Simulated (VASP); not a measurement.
Here is a VASP 6.6.1 calculation.

The input INCAR:

```
ALGO = Normal
EDIFF = 1E-6
ENCUT = 520
ISIF = 2
ISMEAR = 0
LASPH = T
LCHARG = F
LREAL = F
LWAVE = F
NBANDS = 11
NELM = 100
PREC = Accurate
SIGMA = 0.15
```

Contents of KPOINTS:

```
k-points
0
Gamma
  20 20 20
```

POSCAR

```
Si
1.0
   -2.2765174123      2.2765174123      1.3824360055
    2.2765174123     -2.2765174123      1.3824360055
    2.2765174123      2.2765174123     -1.3824360055
Si
2
Direct
    0.2500000000      0.7500000000      0.5000000000
    0.5000000000      0.5000000000      0.0000000000
```

Potentials or basis: VASP PAW LDA potentials, release 64 (Si).

Launch:

```sh
$ cat potpaw_LDA.64/Si/POTCAR > POTCAR
$ mpirun -np 1 vasp_std > vasp.out
```

(1) What does it give for the pressure?

(2) Estimate the band gap on the k mesh.

Answers

(1) 6.9 GPa.

(2) zero (bands 4 and 5 overlap by 7.60 eV).

Caveat: the cell differs from its parent crystal (strain -0.040 along x and y, +0.040 along z); the cell stands under pressure.
